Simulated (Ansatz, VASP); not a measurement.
# InMoSe3: VASP beside Ansatz

```
In Mo Se
1.0
     3.55890    0.00000    0.00000
    -1.77945    3.08210    0.00000
     0.00000    0.00000   24.94255
In Mo Se
2 2 6
Direct
  0.00000 0.00000 0.94402
  0.00000 0.00000 0.05598
  0.33333 0.66667 0.65754
  0.33333 0.66667 0.34246
  0.33333 0.66667 0.88152
  0.33333 0.66667 0.11848
  0.00000 0.00000 0.72151
  0.00000 0.00000 0.59357
  0.00000 0.00000 0.27849
  0.00000 0.00000 0.40643
```

Alike in both runs: functional PBE; k mesh 12 × 12 × 2; occupations gaussian, width 0.01 eV; no spin polarisation.

Ansatz relaxed the structure, and its values are those at the end. VASP's run is a single point on that final structure, the one shown.

|  | VASP | Ansatz |
| --- | --- | --- |
| version | VASP 6.6.1 | Ansatz 0.2.0 |
| potentials or method | VASP PAW PBE potentials, release 64 (In_d, Mo_sv, Se), cutoff 520 eV | scalar-relativistic, plane waves, PAW |
| valence electrons in the cell | 90 | 150 |

VASP gave:

* gap on the k mesh at the Fermi level (eV): 0.09
* least direct gap on the mesh (eV): 0.91
* pressure (GPa): 0.1
* rms of the force components (eV/Å): 0.012

What did Ansatz give for the same quantities?

gap on the k mesh at the Fermi level (eV): 0.10; least direct gap on the mesh (eV): 0.91; pressure (GPa): 0.0; rms of the force components (eV/Å): 0.001.

VASP's potentials hold 90 valence electrons a cell and Ansatz's 150, so a difference there can come from the potentials and not from the codes.
